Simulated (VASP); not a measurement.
# Zn5CdS6 in VASP: a series of runs

Zn5CdS6 is run at these levels: PBE; tasks: single point.

Everything below comes from runs of VASP 6.6.1. Logs are shortened: lines on timing, memory, paths and dates and some standing lists are left out, and cuts for length are marked.

### Step 1. The cell of the first run

The typed cell holds 12 atoms: a = 3.894 Å, b = 3.894 Å, c = 19.275 Å, α = 90.00°, β = 90.00°, γ = 120.00°.

### Step 2. Single point, PBE

Input file INCAR:

```
ALGO = Normal
EDIFF = 1E-7
ENCUT = 520
GGA = PE
ISIF = 2
ISMEAR = 0
LASPH = True
LCHARG = False
LREAL = False
LWAVE = False
NBANDS = 66
NELM = 80
PREC = Accurate
SIGMA = 0.1
```

Input file KPOINTS:

```
k-points
0
Gamma
  6 6 1
```

Input file POSCAR:

```
Zn5CdS6
1.0
    3.8943463833      0.0001124146      0.0000055771
   -1.9470766622      3.3719121589      0.0001358211
    0.0000210093      0.0008082550     19.2752727659
Zn Cd S
5 1 6
Direct
    0.3333044762      0.6666992594      0.9958905179
    0.3333767390      0.6667783983      0.6710067294
    0.6665675148      0.3330173177      0.1579305098
    0.6667900750      0.3334971286      0.5085780544
    0.6664530236      0.3332085930      0.8334576520
    0.3334652032      0.6667350405      0.3362350217
    0.3332245804      0.6663833630      0.1182742141
    0.3334271548      0.6668081163      0.4685477744
    0.3331377391      0.6665311737      0.7934144595
    0.6668357755      0.3334510210      0.2797991560
    0.6667487189      0.3335003470      0.6310544858
    0.6666689994      0.3333902414      0.9558114249
```

Potentials or basis: VASP PAW PBE potentials, release 64 (Zn, Cd, S).

Launch:

```sh
$ cat potpaw_PBE.64/Zn/POTCAR potpaw_PBE.64/Cd/POTCAR potpaw_PBE.64/S/POTCAR > POTCAR
$ mpirun -np 1 vasp_std > vasp.out
```

OUTCAR:

```text
EDIFF = 1E-7
   ENCUT = 520
   GGA = PE
   ISIF = 2
   ISMEAR = 0
   LASPH = True
   LREAL = False
   NELM = 80
   PREC = Accurate

 ion  position               nearest neighbor table
   1  0.333  0.667  0.996-   7 2.36  12 2.38  12 2.38  12 2.38
   2  0.333  0.667  0.671-   9 2.36  11 2.38  11 2.38  11 2.38
   3  0.667  0.333  0.158-  10 2.35   7 2.37   7 2.37   7 2.37
   4  0.667  0.333  0.509-  11 2.36   8 2.38   8 2.38   8 2.38
   5  0.666  0.333  0.833-  12 2.36   9 2.38   9 2.38   9 2.38
   6  0.333  0.667  0.336-  10 2.50  10 2.50  10 2.50   8 2.55
   7  0.333  0.666  0.118-   1 2.36   3 2.37   3 2.37   3 2.37
   8  0.333  0.667  0.469-   4 2.38   4 2.38   4 2.38   6 2.55
   9  0.333  0.667  0.793-   2 2.36   5 2.38   5 2.38   5 2.38
  10  0.667  0.333  0.280-   3 2.35   6 2.50   6 2.50   6 2.50
  11  0.667  0.334  0.631-   4 2.36   2 2.38   2 2.38   2 2.38
  12  0.667  0.333  0.956-   5 2.36   1 2.38   1 2.38   1 2.38

  LATTYP: Found a base centered monoclinic cell.
 ALAT       =    39.1354323979
 B/A-ratio  =     0.0995094764
 C/A-ratio  =     0.4925274004
 COS(beta)  =    -0.9850404913

  Lattice vectors:

 A1 = (   1.9472487118,   3.3712163185, -19.2751313677)
 A2 = (  -1.9470976715,   3.3711039039, -19.2751369448)
 A3 = (   0.0000210093,   0.0008082550,  19.2752727659)

Analysis of symmetry for initial positions (statically):
=====================================================================
 Subroutine PRICEL returns:
 Original cell was already a primitive cell.

 Routine SETGRP: Setting up the symmetry group for a
 base centered monoclinic supercell.

 Subroutine GETGRP returns: Found  1 space group operations
 (whereof  1 operations were pure point group operations)
 out of a pool of  4 trial point group operations.

The static configuration has the point symmetry C_1 .

Analysis of symmetry for dynamics (positions and initial velocities):
=====================================================================
 Subroutine PRICEL returns:
 Original cell was already a primitive cell.

 Routine SETGRP: Setting up the symmetry group for a
 base centered monoclinic supercell.

 Subroutine GETGRP returns: Found  1 space group operations
 (whereof  1 operations were pure point group operations)
 out of a pool of  4 trial point group operations.
[... 142 lines left out ...]
   ISYM   =      2    0-nonsym 1-usesym 2-fastsym
   POTIM  = 0.5000    time-step for ionic-motion
   TEBEG  =    0.0;   TEEND  =   0.0 temperature during run
   PSTRESS=    0.0 pullay stress
   NELECT =     108.0000    total number of electrons
   NUPDOWN=      -1.0000    fix difference up-down
   EMIN   =  10.00;   EMAX   =-10.00  energy-range for DOS
   EFERMI =   0.00;   METHOD = LEGACY
   ISMEAR =     0;   SIGMA  =   0.10  broadening in eV -4-tet -1-fermi 0-gaus
   EFERMI_NEDOS =   21; number of points for ismear=-14 and -15
   IALGO  =     38    algorithm
   IMIX   =      4    mixing-type and parameters
     AMIX     =   0.40;   BMIX     =  1.00
     AMIX_MAG =   1.60;   BMIX_MAG =  1.00
  volume/ion in A,a.u.               =      21.09       142.34
  Fermi-wavevector in a.u.,A,eV,Ry     =   1.232471  2.329032 20.667027  1.518984
  Thomas-Fermi vector in A             =   2.367239
   LORBIT       =      0    0 simple, 1 ext, 2 COOP (PROOUT), +10 PAW based schemes
   GGA     = PE    functional components
   LHFCALC =     F    Hartree Fock is set to
   AEXX    =    0.0000 exact exchange contribution
   IVDW    =     0    specifies the selected vdW correction
   LEPSILON=     F    determine dielectric tensor
   LRPA    =     F    only Hartree local field effects (RPA)
 non-spin polarized calculation
 Gauss-broadening in eV      SIGMA  =   0.10
  energy-cutoff  :      520.00
  volume of cell :      253.12
 maximum number of plane-waves:      6856
 NGX is ok and might be reduce to    30
   NGX = 15   NGY = 15   NGZ = 71

 number of electron     107.9999963 magnetization

 Free energy of the ion-electron system (eV)
  ---------------------------------------------------
  ext. energy  EPLUGINS =         0.00000000
  ---------------------------------------------------
  free energy    TOTEN  =       -40.16561579 eV

  energy without entropy =      -40.16561579  energy(sigma->0) =      -40.16561579

 E-fermi :   2.3665     XC(G=0):  -9.4198

 val. band max:        1.9402519129   @ k =   0.0000   0.0000   0.0000
 cond. band min:       3.5228609945   @ k =   0.0000   0.0000   0.0000
 fundamental gap:      1.5826090816
 Fermi energy:         2.3664921587

 k-point     1 :       0.0000    0.0000    0.0000
  band No.  band energies     occupation
      1     -11.1619      2.00000
      2     -10.9924      2.00000
      3     -10.8536      2.00000
      4     -10.5687      2.00000
      5     -10.4413      2.00000
      6     -10.2316      2.00000
[... 1369 lines left out ...]
     65       7.7427      0.00000
     66       8.6548      0.00000

------------------------ aborting loop because EDIFF is reached ----------------------------------------

  FORCE on cell =-STRESS in cart. coord.  units (eV):
  Direction    XX          YY          ZZ          XY          YZ          ZX
  --------------------------------------------------------------------------------------
  -------------------------------------------------------------------------------------
  Total        0.2708634      0.2881379      0.3032667     -0.0024052     -0.0027351     -0.0001135
  in kB        1.7145188      1.8238637      1.9196263     -0.0152243     -0.0173130     -0.0007182
  external PRESSURE =       1.8193363 kB  Pullay stress =       0.0000000 kB

 VOLUME and BASIS-vectors are now :
 -----------------------------------------------------------------------------
  energy-cutoff  :      520.00
  volume of cell :      253.12
      direct lattice vectors                 reciprocal lattice vectors
     3.894346383  0.000112415  0.000005577     0.256778220  0.148273993 -0.000006497
    -1.947076662  3.371912159  0.000135821    -0.000008561  0.296562688 -0.000012436
     0.000021009  0.000808255 19.275272766    -0.000000074 -0.000002133  0.051879940

 POSITION                                       TOTAL-FORCE (eV/Angst)
 -----------------------------------------------------------------------------------
     -0.00009      2.24889     19.19615         0.000233     -0.000618     -0.005833
      0.00003      2.24890     12.93393        -0.000126     -0.000149     -0.002621
      1.94744      1.12311      3.04420        -0.000204      0.001033     -0.003547
      1.94738      1.12501      9.80303        -0.000202      0.000047      0.011346
      1.94663      1.12430     16.06517         0.000710      0.000267     -0.010147
      0.00045      2.24848      6.48111        -0.000142     -0.000618      0.012983
      0.00019      2.24712      2.27986         0.000070     -0.000210      0.006548
      0.00016      2.24883      9.03148         0.000140     -0.000330      0.003207
     -0.00042      2.24816     15.29337        -0.000288      0.000220      0.005254
      1.94764      1.12467      5.39325        -0.000028      0.000306     -0.021884
      1.94721      1.12512     12.16380         0.000059     -0.000042     -0.006016
      1.94712      1.12501     18.42357        -0.000222      0.000094      0.010711
 -----------------------------------------------------------------------------------
    total drift:                               -0.000027      0.000007     -0.000104

  FREE ENERGIE OF THE ION-ELECTRON SYSTEM (eV)
  ---------------------------------------------------
  free  energy   TOTEN  =       -40.1656157866 eV

  energy  without entropy=      -40.1656157866  energy(sigma->0) =      -40.16561579
```

It took 5.8 min on 1 thread of Intel Xeon Platinum 8488C (Sapphire Rapids), shared host; peak memory 0.51 GiB.

Results:

```
Free energy            : -40.1656 eV
Pressure               : 0.2 GPa
Largest force          : 0.022 eV/Å
Band gap on the k mesh : 1.58 eV, direct
```

Forces on the atoms (eV/Å):
```
Zn   0.000 -0.001 -0.006
Zn   0.000  0.000 -0.003
Zn   0.000  0.001 -0.004
Zn   0.000  0.000  0.011
Zn   0.001  0.000 -0.010
Cd   0.000 -0.001  0.013
S    0.000  0.000  0.007
S    0.000  0.000  0.003
S    0.000  0.000  0.005
S    0.000  0.000 -0.022
S    0.000  0.000 -0.006
S    0.000  0.000  0.011
```

### Step 3. Single point, PBE

Input file INCAR:

```
PREC = Accurate
ENCUT = 520
EDIFF = 1E-6
ISMEAR = 0
SIGMA = 0.02
LREAL = F
LASPH = T
NELM = 60
ALGO = Normal
ISIF = 2
LWAVE = F
LCHARG = T
GGA = PE
LELF = T
LVHAR = T
NBANDS = 66
```

Input file KPOINTS:

```
Automatic mesh
0
Gamma
  12 12 2
```

Input file POSCAR:

```
Zn5CdS6
1.0
    3.8936491629      0.0000000000      0.0000000000
   -1.9468245815      3.3719990885      0.0000000000
    0.0000000000      0.0000000000     19.2771703100
Zn Cd S
5 1 6
Direct
    0.3333333333      0.6666666667      0.9958812979
    0.3333333333      0.6666666667      0.6710020844
    0.6666666667      0.3333333333      0.1579405223
    0.6666666667      0.3333333333      0.5086136927
    0.6666666667      0.3333333333      0.8334316935
    0.3333333333      0.6666666667      0.3362051130
    0.3333333333      0.6666666667      0.1183145243
    0.3333333333      0.6666666667      0.4684687018
    0.3333333333      0.6666666667      0.7934351210
    0.6666666667      0.3333333333      0.2798172435
    0.6666666667      0.3333333333      0.6310326838
    0.6666666667      0.3333333333      0.9558573219
```

Potentials or basis: VASP PAW PBE potentials, release 64 (Zn, Cd, S).

Launch:

```sh
$ cat potpaw_PBE.64/Zn/POTCAR potpaw_PBE.64/Cd/POTCAR potpaw_PBE.64/S/POTCAR > POTCAR
$ mpirun -np 1 vasp_std > vasp.out
```

Wall time 14 min (1 thread of Intel Xeon Platinum 8259CL at 2.50GHz (Skylake/Cascade Lake), shared host); peak memory 0.67 GiB.

Results (log left out):

* Free energy: -40.1792 eV
* Pressure: 0.2 GPa
* Largest force: 0.029 eV/Å
* Band gap on the k mesh: 1.58 eV, direct

Forces on the atoms (eV/Å):
```
Zn   0.000  0.000  0.002
Zn   0.000  0.000 -0.003
Zn   0.000  0.000 -0.001
Zn   0.000  0.000 -0.003
Zn   0.000  0.000 -0.001
Cd   0.000  0.000  0.014
S    0.000  0.000  0.000
S    0.000  0.000  0.017
S    0.000  0.000  0.001
S    0.000  0.000 -0.029
S    0.000  0.000  0.002
S    0.000  0.000  0.001
```

Levels at points of the mesh, in eV from the valence-band top:
```csv
k point,band 52,band 53,band 54,band 55,band 56,band 57
"(0.00, 0.00, 0.00)",-0.32,0.00,0.00,1.58,2.65,2.78
"(0.50, 0.00, 0.00)",-1.46,-1.26,-0.82,3.00,3.10,3.40
"(0.00, 0.00, 0.50)",-0.34,0.00,0.00,1.97,2.24,2.67
"(0.50, 0.00, 0.50)",-1.57,-1.19,-0.84,3.14,3.29,3.41
```
